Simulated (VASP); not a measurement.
Write the native input for VASP 6.6.1 that does the following.

```
Task                   : single point
Functional             : r2SCAN
Potentials or basis    : VASP PAW PBE potentials, release 64 (Ga_d, N_h)
Cutoff                 : 910 eV
k mesh                 : 10 × 10 × 10
Occupations            : gaussian, width 0.02 eV
Spin                   : no spin polarisation
Dipole correction      : no
Second run             : hard_potentials
Further INCAR settings : ALGO = Normal; EDIFF = 1e-06; NBANDS = 16
```

Crystal: GaN.

```xyz
2
Lattice="0.0000 2.2712 2.2712 2.2712 0.0000 2.2712 2.2712 2.2712 0.0000" Properties=species:S:1:pos:R:3 pbc="T T T"
Ga    0.0000    0.0000    0.0000
N     3.4068    3.4068    3.4068
```

This cell differs from its parent crystal: volume scaled by 1.03.

These files were run (other wordings do the same):

POSCAR

```
GaN
1.0
    0.0000000000      2.2712048997      2.2712048997
    2.2712048997      0.0000000000      2.2712048997
    2.2712048997      2.2712048997      0.0000000000
Ga N
1 1
Direct
    0.0000000000      0.0000000000      0.0000000000
    0.7500000000      0.7500000000      0.7500000000
```

INCAR.step1

```
ALGO     = Normal         # electronic algorithm
EDIFF    = 1E-5           # SCF threshold, eV
ENCUT    = 910            # plane-wave cutoff, eV
GGA      = PE             # functional
GGA_COMPAT= F            
ISMEAR   = 0              # smearing method
LASPH    = T              # aspherical terms in the spheres
LCHARG   = F              # write CHGCAR
LREAL    = F              # projectors in reciprocal space
LWAVE    = T              # write WAVECAR
NBANDS   = 16             # bands
NELM     = 120            # most SCF steps
PREC     = Accurate       # precision mode
SIGMA    = 0.02           # smearing width, eV
```

INCAR.step2

```
ALGO     = Normal         # electronic algorithm
EDIFF    = 1E-6           # SCF threshold, eV
ENCUT    = 910            # plane-wave cutoff, eV
GGA_COMPAT= F            
ISIF     = 2              # what is computed and relaxed
ISMEAR   = 0              # smearing method
ISTART   = 1            
LASPH    = T              # aspherical terms in the spheres
LCHARG   = F              # write CHGCAR
LMIXTAU  = T            
LREAL    = F              # projectors in reciprocal space
LWAVE    = F              # write WAVECAR
METAGGA  = R2SCAN         # meta-GGA
NBANDS   = 16             # bands
NELM     = 120            # most SCF steps
PREC     = Accurate       # precision mode
SIGMA    = 0.02           # smearing width, eV
```

KPOINTS

```
k-points
0
Gamma
  10 10 10
```

Potentials or basis: VASP PAW PBE potentials, release 64 (Ga_d, N_h).

Command:

```sh
$ cat potpaw_PBE.64/Ga_d/POTCAR potpaw_PBE.64/N_h/POTCAR > POTCAR
$ cp INCAR.step1 INCAR
$ mpirun -np 1 vasp_std > vasp.out
$ cp INCAR.step2 INCAR
$ mpirun -np 1 vasp_std > vasp.out
```

It gave:

```json
{"Pressure": "-4.6 GPa", "Band gap on the k mesh": "1.96 eV, direct"}
```

Caveat: the cutoff is under 1.25 times the usual one of these potentials, so pressure, stress and relaxed cells hold a basis-set (Pulay) error; the PAW data sets were made with another functional, which shifts forces and pressure a little.

Wall time 91 s on 1 thread of AMD EPYC 9R45 96-Core Processor (Zen 5) (shared host), peak memory 0.18 GiB.
